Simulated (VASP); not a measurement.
Runs of VASP 6.6.1 on C. The structure is that of space group Fmmm (No. 69), or close to it. The cells are those of the table. 

```csv
cell,smearing,pressure (GPa),largest force (eV/Å)
"a = 3.886, b = 3.493, c = 2.406 Å, angles 80.1, 62.3, 37.6°, 2 atoms",methfessel-paxton 0.0511 eV,22.0,0.04
"a = 3.967, b = 3.566, c = 2.456 Å, angles 80.1, 62.3, 37.6°, 2 atoms",methfessel-paxton 0.054 eV,2.1,0.03
"a = 3.913, b = 3.518, c = 2.423 Å, angles 80.1, 62.3, 37.6°, 2 atoms",methfessel-paxton 0.0522 eV,14.7,0.04
"a = 3.993, b = 3.590, c = 2.472 Å, angles 80.1, 62.3, 37.6°, 2 atoms",methfessel-paxton 0.0548 eV,(b),0.03
"a = 4.044, b = 3.636, c = 2.504 Å, angles 80.1, 62.3, 37.6°, 2 atoms",methfessel-paxton 0.0562 eV,(a),0.03
```

Alike in all rows: task single point; level PBEsol; potentials or basis VASP PAW PBE potentials, release 64 (C); no spin polarisation; k mesh 14 × 14 × 14; cutoff (eV) 520.

**Question.** Fill in the values left out.

**Answer.** (a) -13.0; (b) -3.4.

Caveats: this functional lacks dispersion, which binds the layers, so the pressure and a relaxed spacing across them are unreliable; the PAW data sets were made with another functional, which shifts forces and pressure a little; the cell stands under pressure (at least some runs); the cell stands under tension (at least some runs).
